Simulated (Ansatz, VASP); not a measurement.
# P in VASP and in Ansatz

```
CELL_PARAMETERS angstrom
1.67176 0.96519 3.33499
-1.67176 0.96519 3.33499
0.00000 -1.93038 3.33499
ATOMIC_POSITIONS crystal
P 0.22708 0.22708 0.22708
P 0.77292 0.77292 0.77292
```

Alike in both runs: task single point; functional PBEsol; k mesh 18 × 18 × 18; occupations gaussian, width 0.15 eV; no spin polarisation.

|  | VASP | Ansatz |
| --- | --- | --- |
| version | VASP 6.6.1 | Ansatz 0.2.0 |
| potentials or method | VASP PAW PBE potentials, release 64 (P), cutoff 520 eV | scalar-relativistic, plane waves, PAW |
| valence electrons in the cell | 10 | 10 |

|  | VASP | Ansatz | Ansatz less VASP |
| --- | --- | --- | --- |
| gap on the k mesh at the Fermi level (eV) | none | none | - |
| pressure (GPa) | 0.3 | 0.3 | -0.01 |
| traceless stress, the component that is largest in VASP (GPa) | -3.70 | -3.79 | -0.087 |
| rms of the force components (eV/Å) | 0.003 | 0.023 | +0.0205 |

VASP's potentials were made for PBE, not for PBEsol. Atom by atom the forces differ by 0.026 eV/Å (rms over components). A gap of «none» marks a metal or a gap that the smearing closes.
